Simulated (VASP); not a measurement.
## Pt: single point with LDA

The system is Pt.

```xyz
2
Lattice="2.7421 0.0000 0.0000 -1.3711 2.3748 0.0000 0.0000 0.0000 4.7600" Properties=species:S:1:pos:R:3 pbc="T T T"
Pt    0.0000    1.5832    1.1900
Pt    1.3711    0.7916    3.5700
```

```
Program             : VASP 6.6.1
Task                : single point
Functional          : LDA
Potentials or basis : VASP PAW LDA potentials, release 64 (Pt_sv_GW)
Cutoff              : 500 eV
k mesh              : 11 × 11 × 6
Occupations         : fermi-dirac, width 0.05 eV
Spin                : no spin polarisation
```

```json
{
  "Pressure": "-13.5 GPa",
  "Band gap on the k mesh": "zero (band 18 reaches 10.37 eV, above the bottom of band 19 at 9.14 eV)"
}
```

Stress tensor (GPa, compression positive):
```
-12.99   0.00   0.00
  0.00 -12.99   0.00
  0.00   0.00 -14.48
```

Levels at points of the mesh, in eV from the Fermi level:
```
           k point  band 16  band 17  band 18  band 19  band 20  band 21
(0.00, 0.00, 0.00)    -1.84    -1.84    -0.78    -0.22    -0.22     4.81
(0.00, 0.00, 0.50)    -3.51    -0.81    -0.81    -0.81    -0.81    12.08
```

It took 37 s on 1 thread of AMD EPYC 7R13 Processor (Zen 3) (shared host), peak memory 0.13 GiB.

Caveat: spin-orbit coupling is left out, which moves the levels of the heavy elements.
